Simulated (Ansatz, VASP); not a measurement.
**One calculation of Sn, two programs**

```
Sn
1.0
     3.85174    0.00000    0.00000
     0.00000    3.85174    0.00000
     0.00000    0.00000    8.35410
Sn
2
Direct
  0.00000 0.50000 0.41754
  0.50000 0.00000 0.58246
```

Alike in both runs: functional PBE; k mesh 6 × 6 × 2; occupations gaussian, width 0.1 eV; no spin polarisation.

Ansatz relaxed the structure, and its values are those at the end. VASP's run is a single point on that final structure, the one shown.

```csv
,VASP,Ansatz
version,VASP 6.6.1,Ansatz 0.2.0
potentials or method,"VASP PAW PBE potentials, release 64 (Sn_d), cutoff 520 eV","scalar-relativistic, plane waves, PAW"
valence electrons in the cell,28,28
```

VASP gave:

```
gap on the k mesh at the Fermi level (eV) : none
rms of the force components (eV/Å)        : 0.004
```

Problem. Estimate Ansatz's values.

Solution. gap on the k mesh at the Fermi level (eV): none; rms of the force components (eV/Å): 0.001.

A gap of «none» marks a metal or a gap that the smearing closes.

The k mesh is coarse, so the values compare programs but aren't converged.
